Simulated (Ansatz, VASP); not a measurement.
# One calculation of Al, two programs

```xyz
3
Lattice="3.9157 0.0000 0.0000 0.0000 3.9157 0.0000 0.0000 0.0000 3.9157" Properties=species:S:1:pos:R:3 pbc="T T T"
Al    0.0000    1.9579    1.9579
Al    1.9579    0.0000    1.9579
Al    1.9579    1.9579    0.0000
```

Alike in both runs: functional PBE; k mesh 12 × 12 × 12; occupations gaussian, width 0.1 eV; no spin polarisation.

Ansatz relaxed the structure, and its values are those at the end. VASP's run is a single point on that final structure, the one shown.

|  | VASP | Ansatz |
| --- | --- | --- |
| version | VASP 6.6.1 | Ansatz 0.2.0 |
| potentials or method | VASP PAW PBE potentials, release 64 (Al), cutoff 520 eV | scalar-relativistic, plane waves, PAW |
| valence electrons in the cell | 9 | 9 |

Ansatz gave:

* gap on the k mesh at the Fermi level (eV): none
* pressure (GPa): 0.0

Task: What did VASP give for the same quantities?

Result: gap on the k mesh at the Fermi level (eV): none; pressure (GPa): -0.1.

A gap of «none» marks a metal or a gap that the smearing closes.
